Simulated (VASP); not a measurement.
# CaVO2 (P4/mmm) in VASP: single point with r2SCAN

Aim: the single point of CaVO2 with r2SCAN.

Everything below comes from runs of VASP 6.6.1. Logs are shortened: lines on timing, memory, paths and dates and some standing lists are left out, and cuts for length are marked.

### Step 1. The cell of the first run

The structure is tetragonal, space group P4/mmm (No. 123). Conventional cell: a = 3.902 Å, b = 3.902 Å, c = 3.364 Å, α = 90.00°, β = 90.00°, γ = 90.00°. Within 3.4 Å of Ca (site symmetry 4/mmm) lie 8 O at 2.58 Å and 8 V at 3.23 Å and 2 Ca at 3.36 Å. Within 2.6 Å of V (site symmetry 4/mmm) lie 4 O at 1.95 Å. O (site symmetry mmm) has 2 V at 1.95 Å and 4 Ca at 2.58 Å within 2.6 Å.

### Step 2. Single point, r2SCAN

The input, POSCAR:

```
CaVO2
1.0
    3.9017029000      0.0000000000      0.0000000000
    0.0000000000      3.9017029000      0.0000000000
    0.0000000000      0.0000000000      3.3637380500
Ca V O
1 1 2
Direct
    0.5000000000      0.5000000000      0.5000000000
    0.0000000000      0.0000000000      0.0000000000
    0.5000000000      0.0000000000      0.0000000000
    0.0000000000      0.5000000000      0.0000000000
```

The input, INCAR.step1:

```
SYSTEM = CaVO2
PREC = Accurate
ENCUT = 660
ISMEAR = 1
SIGMA = 0.0606
LREAL = .False.
LASPH = .True.
NELM = 120
NBANDS = 26
GGA = PE
ALGO = Normal
EDIFF = 1E-5
LWAVE = .True.
LCHARG = .False.
GGA_COMPAT = .False.
```

The input, INCAR.step2:

```
SYSTEM = CaVO2
PREC = Accurate
ENCUT = 660
EDIFF = 1E-6
ISMEAR = 1
SIGMA = 0.0606
LREAL = .False.
LASPH = .True.
NELM = 120
ALGO = Normal
ISIF = 2
LWAVE = .False.
LCHARG = .True.
METAGGA = R2SCAN
LMIXTAU = .True.
LELF = .True.
LVHAR = .True.
NBANDS = 26
ISTART = 1
GGA_COMPAT = .False.
```

The input, KPOINTS:

```
Automatic mesh
0
Gamma
  7 7 8
  0 0 0
```

Potentials or basis: VASP PAW PBE potentials, release 64 (Ca_sv, V_sv, O).

Run with:

```sh
> cat potpaw_PBE.64/Ca_sv/POTCAR potpaw_PBE.64/V_sv/POTCAR potpaw_PBE.64/O/POTCAR > POTCAR
> cp INCAR.step1 INCAR
> mpirun -np 1 vasp_std > vasp.out
> cp INCAR.step2 INCAR
> mpirun -np 1 vasp_std > vasp.out
```

OUTCAR:

```text
SYSTEM = CaVO2
   PREC = Accurate
   ENCUT = 660
   EDIFF = 1E-6
   ISMEAR = 1
   LREAL = .False.
   LASPH = .True.
   NELM = 120
   ISIF = 2
   METAGGA = R2SCAN
   ISTART = 1

 ion  position               nearest neighbor table
   1  0.500  0.500  0.500-
   2  0.000  0.000  0.000-   3 1.95   4 1.95   4 1.95   3 1.95
   3  0.500  0.000  0.000-   2 1.95   2 1.95
   4  0.000  0.500  0.000-   2 1.95   2 1.95

  LATTYP: Found a simple tetragonal cell.
 ALAT       =     3.9017029000
 C/A-ratio  =     0.8621204987

  Lattice vectors:

 A1 = (   3.9017029000,   0.0000000000,   0.0000000000)
 A2 = (   0.0000000000,   3.9017029000,   0.0000000000)
 A3 = (   0.0000000000,   0.0000000000,   3.3637380500)

Analysis of symmetry for initial positions (statically):
=====================================================================
 Subroutine PRICEL returns:
 Original cell was already a primitive cell.

 Routine SETGRP: Setting up the symmetry group for a
 simple tetragonal supercell.

 Subroutine GETGRP returns: Found 16 space group operations
 (whereof 16 operations were pure point group operations)
 out of a pool of 16 trial point group operations.

The static configuration has the point symmetry D_4h.

Analysis of symmetry for dynamics (positions and initial velocities):
=====================================================================
 Subroutine PRICEL returns:
 Original cell was already a primitive cell.

 Routine SETGRP: Setting up the symmetry group for a
 simple tetragonal supercell.

 Subroutine GETGRP returns: Found 16 space group operations
 (whereof 16 operations were pure point group operations)
 out of a pool of 16 trial point group operations.

The dynamic configuration has the point symmetry D_4h.

 Subroutine INISYM returns: Found 16 space group operations
 (whereof 16 operations are pure point group operations),
 and found     1 'primitive' translations

----------------------------------------------------------------------------------------

                                     Primitive cell

  volume of cell :      51.2071

  direct lattice vectors                    reciprocal lattice vectors
     3.901702900  0.000000000  0.000000000     0.256298346  0.000000000  0.000000000
     0.000000000  3.901702900  0.000000000     0.000000000  0.256298346  0.000000000
     0.000000000  0.000000000  3.363738050     0.000000000  0.000000000  0.297288310

  length of vectors
     3.901702900  3.901702900  3.363738050     0.256298346  0.256298346  0.297288310

  position of ions in fractional coordinates (direct lattice)
     0.500000000  0.500000000  0.500000000
     0.000000000  0.000000000  0.000000000
     0.500000000  0.000000000  0.000000000
     0.000000000  0.500000000  0.000000000

  ion indices of the primitive-cell ions
   primitive index   ion index
                 1           1
                 2           2
                 3           3
                 4           4

----------------------------------------------------------------------------------------

 KPOINTS: Automatic mesh

Automatic generation of k-mesh.
 Grid dimensions read from file:
 generate k-points for:    7    7    8

 Generating k-lattice:

  Cartesian coordinates                     Fractional coordinates (reciprocal lattice)
     0.036614049  0.000000000  0.000000000     0.142857143  0.000000000  0.000000000
     0.000000000  0.036614049  0.000000000     0.000000000  0.142857143  0.000000000
     0.000000000  0.000000000  0.037161039     0.000000000  0.000000000  0.125000000

  Length of vectors
     0.036614049  0.036614049  0.037161039

  Shift w.r.t. Gamma in fractional coordinates (k-lattice)
     0.000000000  0.000000000  0.000000000

 Subroutine IBZKPT returns following result:
 ===========================================

 Found     50 irreducible k-points:

 Following reciprocal coordinates:
            Coordinates               Weight
  0.000000  0.000000  0.000000      1.000000
  0.142857  0.000000  0.000000      4.000000
  0.285714  0.000000  0.000000      4.000000
  0.428571  0.000000  0.000000      4.000000
  0.142857  0.142857  0.000000      4.000000
  0.285714  0.142857  0.000000      8.000000
[... 16 lines left out ...]
  0.285714  0.000000  0.250000      8.000000
  0.428571  0.000000  0.250000      8.000000
 [... further k-points ...]
   k-points           NKPTS =     50   k-points in BZ     NKDIM =     50   number of bands    NBANDS=     26
   number of dos      NEDOS =    301   number of ions     NIONS =      4
   total plane-waves  NPLWV =  36288
   dimension x,y,z NGX =    36 NGY =   36 NGZ =   28
   dimension x,y,z NGXF=    72 NGYF=   72 NGZF=   56
   ions per type =               1   1   2
   NGX,Y,Z   is equivalent  to a cutoff of  15.34, 15.34, 13.84 a.u.
   NGXF,Y,Z  is equivalent  to a cutoff of  30.68, 30.68, 27.68 a.u.
 SYSTEM =  CaVO2
   PREC   = accura    normal or accurate (medium, high low for compatibility)
   ISTART =      1    job   : 0-new  1-cont  2-samecut
   ICHARG =      0    charge: 1-file 2-atom 10-const
   ISPIN  =      1    spin polarized calculation?
   LNONCOLLINEAR =      F non collinear calculations
   LSORBIT =      F    spin-orbit coupling
   LASPH  =      T    aspherical Exc in radial PAW
   ENCUT  =  660.0 eV  48.51 Ry    6.96 a.u.   8.17  8.17  7.05*2*pi/ulx,y,z
   NELM   =    120;   NELMIN=  2; NELMDL=  0     # of ELM steps
   EDIFF  = 0.1E-05   stopping-criterion for ELM
   LREAL  =      F    real-space projection
   EDIFFG = 0.1E-04   stopping-criterion for IOM
   NSW    =      0    number of steps for IOM
   IBRION =     -1    ionic relax: 0-MD 1-quasi-New 2-CG
   NFREE  =      0    steps in history (QN), initial steepest desc. (CG)
   ISIF   =      2    stress and relaxation
   ISYM   =      2    0-nonsym 1-usesym 2-fastsym
   POTIM  = 0.5000    time-step for ionic-motion
   TEBEG  =    0.0;   TEEND  =   0.0 temperature during run
   PSTRESS=    0.0 pullay stress
   NELECT =      35.0000    total number of electrons
   NUPDOWN=      -1.0000    fix difference up-down
   EMIN   =  10.00;   EMAX   =-10.00  energy-range for DOS
   EFERMI =   0.00;   METHOD = LEGACY
   ISMEAR =     1;   SIGMA  =   0.06  broadening in eV -4-tet -1-fermi 0-gaus
   EFERMI_NEDOS =   21; number of points for ismear=-14 and -15
   IALGO  =     38    algorithm
   IMIX   =      4    mixing-type and parameters
     AMIX     =   0.40;   BMIX     =  1.00
     AMIX_MAG =   1.60;   BMIX_MAG =  1.00
  volume/ion in A,a.u.               =      12.80        86.39
  Fermi-wavevector in a.u.,A,eV,Ry     =   1.442073  2.725123 28.294340  2.079575
  Thomas-Fermi vector in A             =   2.560634
   LORBIT       =      0    0 simple, 1 ext, 2 COOP (PROOUT), +10 PAW based schemes
   METAGGA = R2SCAN    functional components
   LHFCALC =     F    Hartree Fock is set to
   AEXX    =    0.0000 exact exchange contribution
   IVDW    =     0    specifies the selected vdW correction
   LEPSILON=     F    determine dielectric tensor
   LRPA    =     F    only Hartree local field effects (RPA)
 non-spin polarized calculation
 Methfessel and Paxton  Order N= 1 SIGMA  =   0.06
  energy-cutoff  :      660.00
  volume of cell :       51.21
 maximum number of plane-waves:      1995
 NGX is ok and might be reduce to    36
   NGX = 17   NGY = 17   NGZ = 15

 number of electron      35.0000002 magnetization

 Free energy of the ion-electron system (eV)
  ---------------------------------------------------
  ext. energy  EPLUGINS =         0.00000000
  ---------------------------------------------------
  free energy    TOTEN  =       -43.39453375 eV

  energy without entropy =      -43.39348708  energy(sigma->0) =      -43.39418486

 E-fermi :   6.5897     XC(G=0): -11.7736

 val. band max:        6.5872996319   @ k =   0.1429   0.1429   0.3750
 cond. band min:       6.5976607857   @ k =   0.1429   0.1429   0.2500
 fundamental gap:      0.0103611538
 Fermi energy:         6.5896741717

 k-point     1 :       0.0000    0.0000    0.0000
  band No.  band energies     occupation
      1     -61.2212      2.00000
      2     -36.2430      2.00000
      3     -34.1332      2.00000
      4     -34.1332      2.00000
      5     -33.5753      2.00000
      6     -16.3690      2.00000
[... 18 lines left out ...]
     25      11.5775      0.00000
     26      11.7398      0.00000

 k-point     2 :       0.1429    0.0000    0.0000
  band No.  band energies     occupation
      1     -61.2211      2.00000
      2     -36.2423      2.00000
      3     -34.1397      2.00000
      4     -34.1329      2.00000
      5     -33.5751      2.00000
      6     -16.4736      2.00000
[... 18 lines left out ...]
     25      11.3672      0.00000
     26      11.7015      0.00000

 k-point     3 :       0.2857    0.0000    0.0000
  band No.  band energies     occupation
      1     -61.2208      2.00000
      2     -36.2406      2.00000
      3     -34.1542      2.00000
      4     -34.1322      2.00000
      5     -33.5744      2.00000
      6     -16.6684      2.00000
[... 18 lines left out ...]
     25      11.4637      0.00000
     26      11.6141      0.00000

 k-point     4 :       0.4286    0.0000    0.0000
  band No.  band energies     occupation
      1     -61.2205      2.00000
      2     -36.2393      2.00000
      3     -34.1657      2.00000
      4     -34.1316      2.00000
      5     -33.5739      2.00000
      6     -16.8001      2.00000
[... 18 lines left out ...]
     25      11.5428      0.00000
     26      12.5890      0.00000

 k-point     5 :       0.1429    0.1429    0.0000
  band No.  band energies     occupation
      1     -61.2209      2.00000
      2     -36.2413      2.00000
      3     -34.1402      2.00000
      4     -34.1389      2.00000
      5     -33.5748      2.00000
      6     -16.4831      2.00000
[... 18 lines left out ...]
     25      11.2579      0.00000
     26      11.8417      0.00000

 k-point     6 :       0.2857    0.1429    0.0000
  band No.  band energies     occupation
      1     -61.2206      2.00000
      2     -36.2392      2.00000
      3     -34.1544      2.00000
      4     -34.1391      2.00000
      5     -33.5741      2.00000
      6     -16.6546      2.00000
[... 427 lines left out ...]
 k-point    21 :       0.0000    0.0000    0.2500
  band No.  band energies     occupation
      1     -61.2196      2.00000
      2     -36.2259      2.00000
      3     -34.1311      2.00000
      4     -34.1311      2.00000
      5     -33.5988      2.00000
      6     -16.8042      2.00000
[... 18 lines left out ...]
     25      11.4416      0.00000
     26      12.2475      0.00000

 k-point    22 :       0.1429    0.0000    0.2500
  band No.  band energies     occupation
      1     -61.2194      2.00000
      2     -36.2249      2.00000
      3     -34.1379      2.00000
      4     -34.1308      2.00000
      5     -33.5986      2.00000
      6     -16.7788      2.00000
[... 18 lines left out ...]
     25      11.3556      0.00000
     26      12.2237      0.00000

 k-point    23 :       0.2857    0.0000    0.2500
  band No.  band energies     occupation
      1     -61.2191      2.00000
      2     -36.2227      2.00000
      3     -34.1532      2.00000
      4     -34.1301      2.00000
      5     -33.5984      2.00000
      6     -16.7187      2.00000
[... 18 lines left out ...]
     25      11.4796      0.00000
     26      12.1599      0.00000

 k-point    24 :       0.4286    0.0000    0.2500
  band No.  band energies     occupation
      1     -61.2189      2.00000
      2     -36.2208      2.00000
      3     -34.1655      2.00000
      4     -34.1296      2.00000
      5     -33.5982      2.00000
      6     -16.6551      2.00000
[... 18 lines left out ...]
     25      11.8833      0.00000
     26      12.1051      0.00000

 [... further k-points ...]

------------------------ aborting loop because EDIFF is reached ----------------------------------------

  FORCE on cell =-STRESS in cart. coord.  units (eV):
  Direction    XX          YY          ZZ          XY          YZ          ZX
  --------------------------------------------------------------------------------------
  -------------------------------------------------------------------------------------
  Total       -3.7526622     -3.7526622     -2.5599266      0.0000000      0.0000000     -0.0000000
  in kB     -117.4138934   -117.4138934    -80.0953929      0.0000000      0.0000000     -0.0000000
  external PRESSURE =    -104.9743932 kB  Pullay stress =       0.0000000 kB

 VOLUME and BASIS-vectors are now :
 -----------------------------------------------------------------------------
  energy-cutoff  :      660.00
  volume of cell :       51.21
      direct lattice vectors                 reciprocal lattice vectors
     3.901702900  0.000000000  0.000000000     0.256298346  0.000000000  0.000000000
     0.000000000  3.901702900  0.000000000     0.000000000  0.256298346  0.000000000
     0.000000000  0.000000000  3.363738050     0.000000000  0.000000000  0.297288310

 POSITION                                       TOTAL-FORCE (eV/Angst)
 -----------------------------------------------------------------------------------
      1.95085      1.95085      1.68187         0.000000      0.000000      0.000000
      0.00000      0.00000      0.00000         0.000000      0.000000      0.000000
      1.95085      0.00000      0.00000         0.000000      0.000000      0.000000
      0.00000      1.95085      0.00000         0.000000      0.000000      0.000000
 -----------------------------------------------------------------------------------
    total drift:                                0.000000      0.000000     -0.000000

  FREE ENERGIE OF THE ION-ELECTRON SYSTEM (eV)
  ---------------------------------------------------
  free  energy   TOTEN  =       -43.3945337499 eV

  energy  without entropy=      -43.3934870840  energy(sigma->0) =      -43.39418486
```

Run time: 5 min. Hardware: 1 thread of Oxide Virtual Turin-like, shared host; peak memory 0.23 GiB.

What came out:

```yaml
Free_energy: -43.3945 eV
Pressure: -10.5 GPa
Band_gap_on_the_k_mesh: zero (an odd number of electrons rules out a gap without spin polarisation)
```

Levels at points of the mesh, in eV from the Fermi level:
| k point | band 13 | band 14 | band 15 | band 16 | band 17 | band 18 | band 19 | band 20 | band 21 | band 22 |
| --- | --- | --- | --- | --- | --- | --- | --- | --- | --- | --- |
| (0.00, 0.00, 0.00) | -4.87 | -4.15 | -3.99 | -3.99 | -2.70 | -0.83 | -0.01 | -0.01 | 1.50 | 2.30 |
| (0.00, 0.00, 0.50) | -6.37 | -5.48 | -4.11 | -4.11 | -0.69 | -0.69 | -0.53 | 1.09 | 1.54 | 2.91 |

Caveat: the cell stands under tension; the PAW data sets were made with another functional, which shifts forces and pressure a little; an odd number of electrons without spin polarisation forces a metal; a magnetic or distorted state may lie lower; the run has no spin polarisation, though such a crystal can be magnetic; semilocal functionals often make such compounds metallic where correlation or magnetic order opens a gap, which also shifts bond lengths. With open d or f shells a metallic result of r2SCAN can be an artefact of self-interaction; +U or a hybrid may open a gap.
